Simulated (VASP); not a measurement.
Runs of VASP 6.6.1 on Ge. The structure is that of space group Fd-3m (No. 227), or close to it. The cells are those of the table. 

```tsv
cell	smearing	gap on the mesh (eV)	pressure (GPa)
relaxed to 25 GPa from a = 3.747 Å, angles 60.0°, 2 atoms	gaussian 0.02 eV	(a)	25.0
relaxed to 90 GPa from a = 3.501 Å, angles 60.0°, 2 atoms	gaussian 0.01 eV	none	90.0
relaxed to 50 GPa from a = 3.639 Å, angles 60.0°, 2 atoms	gaussian 0.02 eV	0.17	50.0
relaxed to -1 GPa from a = 4.026 Å, angles 60.0°, 2 atoms	gaussian 0.02 eV	0.17	-1.0
```

Alike in all rows: task relaxation of cell and atoms; level r2SCAN; potentials or basis VASP PAW PBE potentials, release 64 (Ge_d); no spin polarisation; k mesh 12 × 12 × 12; cutoff (eV) 550.

Question: Estimate the missing entries.

Answer: (a) 0.43.

Caveats: the cell is relaxed towards a set pressure, so the run minimises the enthalpy, not the energy; the PAW data sets were made with another functional, which shifts forces and pressure a little; semilocal functionals underestimate gaps, so a narrow gap can read as zero (at least some runs).

A k mesh can miss the band edges, and the runs leave out spin-orbit coupling on Ge.

A gap of «none» marks levels without a gap at the run's occupations.
